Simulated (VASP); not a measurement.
Here is a VASP 6.6.1 calculation.

File INCAR:

```
PREC = Accurate
ENCUT = 520
EDIFF = 1E-6
ISMEAR = 0
SIGMA = 0.15
LREAL = F
LASPH = T
NELM = 100
ALGO = Normal
ISIF = 2
LWAVE = F
LCHARG = F
NBANDS = 12
```

File KPOINTS:

```
regular mesh
0
Gamma
  16 16 16
```

POSCAR

```
Y
1.0
    0.0000000000      2.4850000000      2.8577500000
    2.4850000000      0.0000000000      2.8577500000
    2.4850000000      2.4850000000      0.0000000000
Y
1
Direct
    0.0000000000      0.0000000000      0.0000000000
```

Potentials or basis: VASP PAW LDA potentials, release 64 (Y_sv).

The run is started by

```sh
$ cat potpaw_LDA.64/Y_sv/POTCAR > POTCAR
$ mpirun -np 1 vasp_std > vasp.out
```

Problem. Estimate the pressure.

Solution. -6.2 GPa.

Stress tensor (GPa, compression positive):
```
-4.74  0.00  0.00
 0.00 -4.74  0.00
 0.00  0.00 -8.98
```

Caveat: the cell differs from its parent crystal (strain +0.1500 x Voigt [0, 0, 1, 0, 0, 0]).
